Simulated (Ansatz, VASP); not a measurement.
# CdH2O2 in VASP and in Ansatz

INCAR

```
PREC = Accurate
ENCUT = 520
EDIFF = 1E-6
ISMEAR = 0
SIGMA = 0.05
LREAL = False
LASPH = True
NELM = 100
ALGO = Normal
ISIF = 2
LWAVE = False
LCHARG = False
GGA = CA
NBANDS = 21
```

KPOINTS

```
regular mesh
0
Gamma
  9 9 6
```

The input POSCAR:

```
CdH2O2
1.0
    3.5155259648      0.0000000000      0.0000000000
   -1.7577629824      3.0445347931      0.0000000000
    0.0000000000      0.0000000000      4.6429792900
Cd H O
1 2 2
Direct
   -0.1903592947     -0.1393526754     -0.1292273694
    0.6666666667      0.3333333333      0.5509607200
    0.3333333333      0.6666666667      0.4490392800
    0.6666666667      0.3333333333      0.7593720000
    0.3333333333      0.6666666667      0.2406280000
```

Input for Ansatz:

```yaml
crystal:
  lattice:
    - [3.5155259648, 0.0, 0.0]
    - [-1.7577629824, 3.0445347931, 0.0]
    - [0.0, 0.0, 4.64297929]
  atoms:
    - { symbol: Cd, position: [-0.1903592947, -0.1393526754, -0.1292273694] }
    - { symbol: H, position: [0.6666666667, 0.3333333333, 0.55096072] }
    - { symbol: H, position: [0.3333333333, 0.6666666667, 0.44903928] }
    - { symbol: O, position: [0.6666666667, 0.3333333333, 0.759372] }
    - { symbol: O, position: [0.3333333333, 0.6666666667, 0.240628] }
basis:
  ecutwfc: 420
kpoints:
  mp_grid: { grid: [9, 9, 6] }
hamiltonian:
  xc: lda
scf:
  occupations: { method: gaussian, width: 0.05 }
output:
  forces: true
  stress: true
  eigenvalues: true
```

Alike in both runs: task single point; functional LDA; k mesh 9 × 9 × 6; occupations gaussian, width 0.05 eV; no spin polarisation.

|  | VASP | Ansatz |
| --- | --- | --- |
| version | VASP 6.6.1 | Ansatz 0.2.0 |
| potentials or method | VASP PAW LDA potentials, release 64 (Cd, H, O), cutoff 520 eV | scalar-relativistic, plane waves, PAW |
| valence electrons in the cell | 26 | 34 |

```tsv
	VASP	Ansatz	Ansatz less VASP
gap on the k mesh at the Fermi level (eV)	0.99	0.99	0.000
least direct gap on the mesh (eV)	0.99	0.99	0.000
pressure (GPa)	20.9	18.1	-2.83
traceless stress, the component that is largest in VASP (GPa)	33.63	31.17	-2.458
rms of the force components (eV/Å)	3.597	3.296	-0.3016
```

LDA's correlation is that of Perdew and Zunger in VASP and of Perdew and Wang (1992) in Ansatz. Atom by atom the forces differ by 0.309 eV/Å (rms over components). VASP's potentials hold 26 valence electrons a cell and Ansatz's 34, so a difference there can come from the potentials and not from the codes.
